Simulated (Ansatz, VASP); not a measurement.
**Two plane-wave programs on Ir**

```xyz
1
Lattice="0.0000 1.9156 1.9156 1.9156 0.0000 1.9156 1.9156 1.9156 0.0000" Properties=species:S:1:pos:R:3 pbc="T T T"
Ir    0.0000    0.0000    0.0000
```

Alike in both runs: task relaxation of cell and atoms; functional LDA; k mesh 24 × 24 × 24; occupations fermi-dirac, width 0.1 eV; no spin polarisation.

|  | VASP | Ansatz |
| --- | --- | --- |
| version | VASP 6.6.1 | Ansatz 0.2.0 |
| potentials or method | VASP PAW LDA potentials, release 64 (Ir) | PAW with Ansatz's default frozen-core files, scalar-relativistic |
| plane-wave cutoff (eV) | 600 | 420 |
| valence electrons in the cell | 9 | 17 |

|  | VASP | Ansatz | Ansatz less VASP |
| --- | --- | --- | --- |
| relaxed volume (Å³/atom) | 13.94 | 13.85 | -0.092 |
| relaxed length of the cell vector where the two differ most in proportion (Å) | 2.701 | 2.695 | -0.0059 |

LDA's correlation is that of Perdew and Zunger in VASP and of Perdew and Wang (1992) in Ansatz. VASP's potentials hold 9 valence electrons a cell and Ansatz's 17, so a difference there can come from the potentials and not from the codes.

Spin-orbit coupling is off throughout.
